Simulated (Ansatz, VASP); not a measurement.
**SnO2: VASP beside Ansatz**

```xyz
3
Lattice="1.5519 0.8960 4.7632 -1.5519 0.8960 4.7632 0.0000 -1.7920 4.7632" Properties=species:S:1:pos:R:3 pbc="T T T"
Sn    0.0000    0.0000    7.1448
O     0.0000    0.0000    3.4500
O     0.0000    0.0000   10.8396
```

Alike in both runs: task single point; functional PBEsol; k mesh 12 × 12 × 12; occupations gaussian, width 0.05 eV; no spin polarisation.

```csv
,VASP,Ansatz
version,VASP 6.6.1,Ansatz 0.2.0
potentials or method,"VASP PAW PBE potentials, release 64 (Sn_d, O), cutoff 520 eV","scalar-relativistic, plane waves, PAW"
valence electrons in the cell,26,26
```

Ansatz gave:

| Quantity | Value |
| --- | --- |
| gap on the k mesh at the Fermi level (eV) | 2.46 |
| least direct gap on the mesh (eV) | 2.59 |
| pressure (GPa) | 5.7 |
| traceless stress, the component that is largest in VASP (GPa) | -8.65 |
| rms of the force components (eV/Å) | 0.175 |

**Question.** Which values does VASP return?

**Answer.** gap on the k mesh at the Fermi level (eV): 2.44; least direct gap on the mesh (eV): 2.57; pressure (GPa): 6.5; traceless stress, the component that is largest in VASP (GPa): -9.08; rms of the force components (eV/Å): 0.140.

VASP's potentials were made for PBE, not for PBEsol, and Ansatz warns of the same on its side. Atom by atom the forces differ by 0.035 eV/Å (rms over components). The functional is the same, so the differences come from potentials, cutoffs and numerics.
